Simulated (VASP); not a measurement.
Input of a VASP 6.6.1 run:

Contents of INCAR:

```
SYSTEM = Li
ALGO = Normal
EDIFF = 1E-7
EDIFFG = -0.03
ENCUT = 750
GGA = PS
GGA_COMPAT = .FALSE.
IBRION = 2
ISIF = 8
ISMEAR = -1
LASPH = .TRUE.
LCHARG = .FALSE.
LREAL = .FALSE.
LWAVE = .FALSE.
NELM = 120
NELMIN = 4
NSW = 80
PREC = Accurate
SIGMA = 0.1
```

Contents of KPOINTS:

```
k-points
0
G
  9 9 9
  0 0 0
```

POSCAR

```
Li
1.0
    0.0000000000      2.2100000000      2.2100000000
    2.2100000000      0.0000000000      2.2100000000
    2.2100000000      2.2100000000      0.0000000000
Li
1
Direct
    0.0000000000      0.0000000000      0.0000000000
```

Potentials or basis: VASP PAW PBE potentials, release 64 (Li_sv).

Command:

```sh
$ cat potpaw_PBE.64/Li_sv/POTCAR > POTCAR
$ mpirun -np 1 vasp_std > vasp.out
```

Problem. What does it give for the space group after relaxing (to 0.1 Å)?

Solution. Fm-3m (No. 225).

Problem. Predict the relaxed volume.

Solution. 20.08 Å³/atom.

Problem. Predict the band gap on the k mesh.

Solution. Zero (an odd number of electrons rules out a gap without spin polarisation).

Problem. What does it give for the relaxed cell?

Solution. a = 3.051 Å, b = 3.051 Å, c = 3.051 Å, α = 60.00°, β = 60.00°, γ = 60.00°.

Final structure:
```yaml
crystal:
  lattice:
    - [0.00000, 2.15742, 2.15742]
    - [2.15742, 0.00000, 2.15742]
    - [2.15742, 2.15742, 0.00000]
  atoms:
    - { symbol: Li, position: [0.00000, 0.00000, 0.00000] }
```

Caveat: the PAW data sets were made with another functional, which shifts forces and pressure a little.
